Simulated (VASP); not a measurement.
# Cu (I4/mmm) in VASP: single point with PBE

Aim: the single point of Cu with PBE.

All numbers are computed with VASP 6.6.1; they aren't measurements. Logs are shortened: lines on timing, memory, paths and dates and some standing lists are left out, and cuts for length are marked.

## 1. The cell of the first run

Symmetry: I4/mmm, No. 139, tetragonal system. The conventional cell has a = 3.131 Å, b = 3.131 Å, c = 2.710 Å, α = 90.00°, β = 90.00°, γ = 90.00°. Within 3.4 Å of Cu (site symmetry 4/mmm) lie 14 Cu at 2.60 to 3.13 Å.

## 2. Single point, PBE (13.28 Å³/atom)

Contents of INCAR:

```
PREC = Accurate
ENCUT = 820
EDIFF = 1E-6
ISMEAR = 0
SIGMA = 0.15
LREAL = F
LASPH = T
NELM = 120
ALGO = Normal
ISIF = 2
LWAVE = F
LCHARG = F
GGA = PE
NBANDS = 16
GGA_COMPAT = F
```

Contents of KPOINTS:

```
regular mesh
0
Gamma
  24 24 24
```

Contents of POSCAR:

```
Cu
1.0
   -1.5652551513      1.5652551513      1.3548848590
    1.5652551513     -1.5652551513      1.3548848590
    1.5652551513      1.5652551513     -1.3548848590
Cu
1
Direct
    0.0000000000      0.0000000000      0.0000000000
```

Potentials or basis: VASP PAW PBE potentials, release 64 (Cu_sv_GW).

The run is started by

```bash
$ cat potpaw_PBE.64/Cu_sv_GW/POTCAR > POTCAR
$ mpirun -np 1 vasp_std > vasp.out
```

OUTCAR:

```text
PREC = Accurate
   ENCUT = 820
   EDIFF = 1E-6
   ISMEAR = 0
   LREAL = F
   LASPH = T
   NELM = 120
   ISIF = 2
   GGA = PE

 ion  position               nearest neighbor table
   1  0.000  0.000  0.000-

  LATTYP: Found a body centered tetragonal cell.
 ALAT       =     3.1305103026
 C/A-ratio  =     0.8656000000

  Lattice vectors:

 A1 = (  -1.5652551513,   1.5652551513,   1.3548848590)
 A2 = (   1.5652551513,  -1.5652551513,   1.3548848590)
 A3 = (   1.5652551513,   1.5652551513,  -1.3548848590)

Analysis of symmetry for initial positions (statically):
=====================================================================
 Subroutine PRICEL returns:
 Original cell was already a primitive cell.

 Routine SETGRP: Setting up the symmetry group for a
 body centered tetragonal supercell.

 Subroutine GETGRP returns: Found 16 space group operations
 (whereof 16 operations were pure point group operations)
 out of a pool of 16 trial point group operations.

The static configuration has the point symmetry D_4h.

Analysis of symmetry for dynamics (positions and initial velocities):
=====================================================================
 Subroutine PRICEL returns:
 Original cell was already a primitive cell.

 Routine SETGRP: Setting up the symmetry group for a
 body centered tetragonal supercell.

 Subroutine GETGRP returns: Found 16 space group operations
 (whereof 16 operations were pure point group operations)
 out of a pool of 16 trial point group operations.

The dynamic configuration has the point symmetry D_4h.

 Subroutine INISYM returns: Found 16 space group operations
 (whereof 16 operations are pure point group operations),
 and found     1 'primitive' translations

----------------------------------------------------------------------------------------

                                     Primitive cell

  volume of cell :      13.2780

  direct lattice vectors                    reciprocal lattice vectors
    -1.565255151  1.565255151  1.354884859     0.000000000  0.319436738  0.369035049
     1.565255151 -1.565255151  1.354884859     0.319436738  0.000000000  0.369035049
     1.565255151  1.565255151 -1.354884859     0.319436738  0.319436738  0.000000000

  length of vectors
     2.595334344  2.595334344  2.595334344     0.488084723  0.488084723  0.451751767

  position of ions in fractional coordinates (direct lattice)
     0.000000000  0.000000000  0.000000000

  ion indices of the primitive-cell ions
   primitive index   ion index
                 1           1

----------------------------------------------------------------------------------------

 KPOINTS: regular mesh

Automatic generation of k-mesh.
 Grid dimensions read from file:
 generate k-points for:   24   24   24

 Generating k-lattice:

  Cartesian coordinates                     Fractional coordinates (reciprocal lattice)
     0.000000000  0.013309864  0.015376460     0.041666667 -0.000000000  0.000000000
     0.013309864  0.000000000  0.015376460    -0.000000000  0.041666667  0.000000000
     0.013309864  0.013309864  0.000000000     0.000000000  0.000000000  0.041666667

  Length of vectors
     0.020336863  0.020336863  0.018822990

  Shift w.r.t. Gamma in fractional coordinates (k-lattice)
     0.000000000  0.000000000  0.000000000

 Subroutine IBZKPT returns following result:
 ===========================================

 Found   1063 irreducible k-points:

 Following reciprocal coordinates:
            Coordinates               Weight
  0.000000  0.000000  0.000000      1.000000
  0.041667 -0.000000  0.000000      8.000000
  0.083333 -0.000000  0.000000      8.000000
  0.125000 -0.000000  0.000000      8.000000
  0.166667  0.000000  0.000000      8.000000
  0.208333 -0.000000  0.000000      8.000000
[... 16 lines left out ...]
  0.416667  0.041667  0.000000     16.000000
  0.458333  0.041667  0.000000     16.000000
 [... further k-points ...]
   k-points           NKPTS =   1063   k-points in BZ     NKDIM =   1063   number of bands    NBANDS=     16
   number of dos      NEDOS =    301   number of ions     NIONS =      1
   total plane-waves  NPLWV =  13824
   dimension x,y,z NGX =    24 NGY =   24 NGZ =   24
   dimension x,y,z NGXF=    48 NGYF=   48 NGZF=   48
   ions per type =               1
   NGX,Y,Z   is equivalent  to a cutoff of  15.37, 15.37, 15.37 a.u.
   NGXF,Y,Z  is equivalent  to a cutoff of  30.75, 30.75, 30.75 a.u.
 SYSTEM =  unknown system
   PREC   = accura    normal or accurate (medium, high low for compatibility)
   ISTART =      0    job   : 0-new  1-cont  2-samecut
   ICHARG =      2    charge: 1-file 2-atom 10-const
   ISPIN  =      1    spin polarized calculation?
   LNONCOLLINEAR =      F non collinear calculations
   LSORBIT =      F    spin-orbit coupling
   LASPH  =      T    aspherical Exc in radial PAW
   ENCUT  =  820.0 eV  60.27 Ry    7.76 a.u.   6.06  6.06  6.06*2*pi/ulx,y,z
   NELM   =    120;   NELMIN=  2; NELMDL= -5     # of ELM steps
   EDIFF  = 0.1E-05   stopping-criterion for ELM
   LREAL  =      F    real-space projection
   EDIFFG = 0.1E-04   stopping-criterion for IOM
   NSW    =      0    number of steps for IOM
   IBRION =     -1    ionic relax: 0-MD 1-quasi-New 2-CG
   NFREE  =      0    steps in history (QN), initial steepest desc. (CG)
   ISIF   =      2    stress and relaxation
   ISYM   =      2    0-nonsym 1-usesym 2-fastsym
   POTIM  = 0.5000    time-step for ionic-motion
   TEBEG  =    0.0;   TEEND  =   0.0 temperature during run
   PSTRESS=    0.0 pullay stress
   NELECT =      19.0000    total number of electrons
   NUPDOWN=      -1.0000    fix difference up-down
   EMIN   =  10.00;   EMAX   =-10.00  energy-range for DOS
   EFERMI =   0.00;   METHOD = LEGACY
   ISMEAR =     0;   SIGMA  =   0.15  broadening in eV -4-tet -1-fermi 0-gaus
   EFERMI_NEDOS =   21; number of points for ismear=-14 and -15
   IALGO  =     38    algorithm
   IMIX   =      4    mixing-type and parameters
     AMIX     =   0.40;   BMIX     =  1.00
     AMIX_MAG =   1.60;   BMIX_MAG =  1.00
  volume/ion in A,a.u.               =      13.28        89.60
  Fermi-wavevector in a.u.,A,eV,Ry     =   1.844797  3.486160 46.304358  3.403274
  Thomas-Fermi vector in A             =   2.896197
   LORBIT       =      0    0 simple, 1 ext, 2 COOP (PROOUT), +10 PAW based schemes
   GGA     = PE    functional components
   LHFCALC =     F    Hartree Fock is set to
   AEXX    =    0.0000 exact exchange contribution
   IVDW    =     0    specifies the selected vdW correction
   LEPSILON=     F    determine dielectric tensor
   LRPA    =     F    only Hartree local field effects (RPA)
 non-spin polarized calculation
 Gauss-broadening in eV      SIGMA  =   0.15
  energy-cutoff  :      820.00
  volume of cell :       13.28
 maximum number of plane-waves:       758
   NGX = 13   NGY = 13   NGZ = 13

 number of electron      19.0000000 magnetization

 Free energy of the ion-electron system (eV)
  ---------------------------------------------------
  ext. energy  EPLUGINS =         0.00000000
  ---------------------------------------------------
  free energy    TOTEN  =        -3.71363258 eV

  energy without entropy =       -3.70912632  energy(sigma->0) =       -3.71137945

 E-fermi :   6.2418     XC(G=0): -12.6250

 val. band max:        6.2350274750   @ k =  -0.2917   0.4583   0.1250
 cond. band min:       6.2468013169   @ k =  -0.1250  -0.3750   0.0417
 fundamental gap:      0.0117738419
 Fermi energy:         6.2418304329

 k-point     1 :       0.0000    0.0000    0.0000
  band No.  band energies     occupation
      1    -106.0899      2.00000
      2     -63.4369      2.00000
      3     -63.4219      2.00000
      4     -63.4219      2.00000
      5      -2.3180      2.00000
      6       3.2032      2.00000
[... 8 lines left out ...]
     15      32.5701      0.00000
     16      32.8315      0.00000

 k-point     2 :       0.0417   -0.0000    0.0000
  band No.  band energies     occupation
      1    -106.0896      2.00000
      2     -63.4376      2.00000
      3     -63.4222      2.00000
      4     -63.4222      2.00000
      5      -2.2525      2.00000
      6       3.2123      2.00000
[... 8 lines left out ...]
     15      31.8673      0.00000
     16      32.3664      0.00000

 k-point     3 :       0.0833   -0.0000    0.0000
  band No.  band energies     occupation
      1    -106.0892      2.00000
      2     -63.4401      2.00000
      3     -63.4237      2.00000
      4     -63.4235      2.00000
      5      -2.0569      2.00000
      6       3.2318      2.00000
[... 8 lines left out ...]
     15      31.4630      0.00000
     16      32.5016      0.00000

 k-point     4 :       0.1250   -0.0000    0.0000
  band No.  band energies     occupation
      1    -106.0884      2.00000
      2     -63.4447      2.00000
      3     -63.4256      2.00000
      4     -63.4253      2.00000
      5      -1.7349      2.00000
      6       3.2402      2.00000
[... 8 lines left out ...]
     15      30.6950      0.00000
     16      32.7616      0.00000
[... 324 lines left out ...]
 k-point    22 :       0.3750    0.0417    0.0000
  band No.  band energies     occupation
      1    -106.0814      2.00000
      2     -63.4970      2.00000
      3     -63.4456      2.00000
      4     -63.4327      2.00000
      5       1.7237      2.00000
      6       2.8081      2.00000
[... 8 lines left out ...]
     15      27.9293      0.00000
     16      34.8288      0.00000

 k-point    23 :       0.4167    0.0417    0.0000
  band No.  band energies     occupation
      1    -106.0808      2.00000
      2     -63.5012      2.00000
      3     -63.4474      2.00000
      4     -63.4330      2.00000
      5       1.8495      2.00000
      6       2.7633      2.00000
[... 8 lines left out ...]
     15      27.8846      0.00000
     16      35.3924      0.00000

 k-point    24 :       0.4583    0.0417    0.0000
  band No.  band energies     occupation
      1    -106.0805      2.00000
      2     -63.5032      2.00000
      3     -63.4483      2.00000
      4     -63.4332      2.00000
      5       1.8912      2.00000
      6       2.7413      2.00000
[... 8 lines left out ...]
     15      27.9028      0.00000
     16      35.9483      0.00000

 [... further k-points ...]

------------------------ aborting loop because EDIFF is reached ----------------------------------------

  FORCE on cell =-STRESS in cart. coord.  units (eV):
  Direction    XX          YY          ZZ          XY          YZ          ZX
  --------------------------------------------------------------------------------------
  -------------------------------------------------------------------------------------
  Total       -0.9127299     -0.9127299     -0.8353972      0.0000000      0.0000000     -0.0000000
  in kB     -110.1336959   -110.1336959   -100.8024115      0.0000000      0.0000000     -0.0000000
  external PRESSURE =    -107.0232678 kB  Pullay stress =       0.0000000 kB

 VOLUME and BASIS-vectors are now :
 -----------------------------------------------------------------------------
  energy-cutoff  :      820.00
  volume of cell :       13.28
      direct lattice vectors                 reciprocal lattice vectors
    -1.565255151  1.565255151  1.354884859     0.000000000  0.319436738  0.369035049
     1.565255151 -1.565255151  1.354884859     0.319436738  0.000000000  0.369035049
     1.565255151  1.565255151 -1.354884859     0.319436738  0.319436738  0.000000000

 POSITION                                       TOTAL-FORCE (eV/Angst)
 -----------------------------------------------------------------------------------
      0.00000      0.00000      0.00000         0.000000     -0.000000     -0.000000
 -----------------------------------------------------------------------------------
    total drift:                               -0.000000     -0.000000      0.000000

  FREE ENERGIE OF THE ION-ELECTRON SYSTEM (eV)
  ---------------------------------------------------
  free  energy   TOTEN  =        -3.7136325830 eV

  energy  without entropy=       -3.7091263240  energy(sigma->0) =       -3.71137945
```

Run time: 4.3 min. Hardware: 1 thread of AMD EPYC 7R43 (Zen 3), shared host; peak memory 0.59 GiB.

What came out:

| Quantity | Value |
| --- | --- |
| Free energy | -3.7136 eV |
| Pressure | -10.7 GPa |
| Band gap on the k mesh | zero (an odd number of electrons rules out a gap without spin polarisation) |

Caveat: the cell stands under tension.
